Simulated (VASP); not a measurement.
Wanted: the native input for a VASP 6.6.1 run.

- Task: single point
- Functional: PBE
- Potentials or basis: VASP PAW PBE potentials, release 64 (Cd, Te)
- Cutoff: 520 eV
- k mesh: 11 × 11 × 11
- Occupations: fermi-dirac, width 0.08 eV
- Spin: no spin polarisation
- Dipole correction: no
- Further INCAR settings: ALGO = Normal; EDIFF = 1e-06; NBANDS = 16

The structure of CdTe (zincblende type) lies in POSCAR:

```
CdTe
1.0
    0.0000000000      2.8506970984      2.8506970984
    2.8506970984      0.0000000000      2.8506970984
    2.8506970984      2.8506970984      0.0000000000
Cd Te
1 1
Direct
    0.0000000000      0.0000000000      0.0000000000
    0.2500000000      0.2500000000      0.2500000000
```

This cell differs from its parent crystal: volume scaled by 0.64.

One way to write it, as run:

INCAR

```
SYSTEM = CdTe
PREC = Accurate
ENCUT = 520
EDIFF = 1E-6
ISMEAR = -1
SIGMA = 0.08
LREAL = .FALSE.
LASPH = .TRUE.
NELM = 80
ALGO = Normal
ISIF = 2
LWAVE = .FALSE.
LCHARG = .FALSE.
GGA = PE
NBANDS = 16
```

KPOINTS

```
Automatic mesh
0
G
  11 11 11
  0 0 0
```

Potentials or basis: VASP PAW PBE potentials, release 64 (Cd, Te).

Command:

```console
$ cat potpaw_PBE.64/Cd/POTCAR potpaw_PBE.64/Te/POTCAR > POTCAR
$ mpirun -np 1 vasp_std > vasp.out
```

It gave:

The pressure is 46.2 GPa and the band gap on the k mesh is 1.47 eV, indirect (least direct gap 1.95 eV).

Caveat: spin-orbit coupling is left out, which moves the levels of the heavy elements.

It took 37 s on 1 thread of Intel(R) Xeon(R) Platinum 8488C (Sapphire Rapids) (shared host), peak memory 0.19 GiB.
